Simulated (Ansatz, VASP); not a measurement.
Two plane-wave programs on In7O

```
CELL_PARAMETERS angstrom
4.40000 2.54034 2.66000
-4.40000 2.54034 2.66000
0.00000 -5.08068 2.66000
ATOMIC_POSITIONS crystal
In 0.92860 0.35710 0.21430
In 0.35710 0.21430 0.92860
In 0.78570 0.07140 0.64290
In 0.64290 0.78570 0.07140
In 0.07140 0.64290 0.78570
In 0.21430 0.92860 0.35710
In 0.50000 0.50000 0.50000
O 0.00000 0.00000 0.00000
```

Alike in both runs: task relaxation of cell and atoms; functional PBE; k mesh 3 × 3 × 3; occupations gaussian, width 0.2 eV; no spin polarisation.

|  | VASP | Ansatz |
| --- | --- | --- |
| version | VASP 6.6.1 | Ansatz 0.2.0 |
| potentials or method | VASP PAW PBE potentials, release 64 (In_d, O), cutoff 600 eV | scalar-relativistic, plane waves, PAW |
| valence electrons in the cell | 97 | 97 |

Ansatz gave:

| Quantity | Value |
| --- | --- |
| gap on the k mesh at the Fermi level, each at its own relaxed structure (eV) | none |
| relaxed volume (Å³/atom) | 25.19 |
| relaxed length of the cell vector where the two differ most in proportion (Å) | 5.978 |

Question: Which values does VASP return?

Answer: gap on the k mesh at the Fermi level, each at its own relaxed structure (eV): none; relaxed volume (Å³/atom): 25.25; relaxed length of the cell vector where the two differ most in proportion (Å): 5.991.

A gap of «none» marks a metal or a gap that the smearing closes.

The k mesh is coarse, so the values compare programs but aren't converged.
